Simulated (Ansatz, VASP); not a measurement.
# CaO: VASP beside Ansatz

```
Ca O
1.0
     0.00000    2.57936    2.60673
     2.57936    0.00000    2.60673
     2.57936    2.57936    0.00000
Ca O
1 1
Direct
  0.00000 0.00000 0.00000
  0.25000 0.25000 0.25000
```

Change from the starting cell: biaxial_xy strain -1.1%.

Alike in both runs: task single point; functional r2SCAN; k mesh 8 × 8 × 8; no spin polarisation.

|  | VASP | Ansatz |
| --- | --- | --- |
| version | VASP 6.6.1 | Ansatz 0.2.0 |
| potentials or method | VASP PAW PBE potentials, release 64 (Ca_sv, O) | plane waves, PAW |
| plane-wave cutoff (eV) | 520 | 500 |
| occupations | gaussian, width 0.01 eV | fixed |
| valence electrons in the cell | 16 | 16 |

|  | VASP | Ansatz | Ansatz less VASP |
| --- | --- | --- | --- |
| gap on the k mesh at the Fermi level (eV) | 3.80 | 3.83 | +0.027 |
| pressure (GPa) | 2.8 | 1.8 | -1.00 |
| traceless stress, the component that is largest in VASP (GPa) | -0.08 | -0.10 | -0.014 |

VASP's potentials were made for PBE, not for r2SCAN.
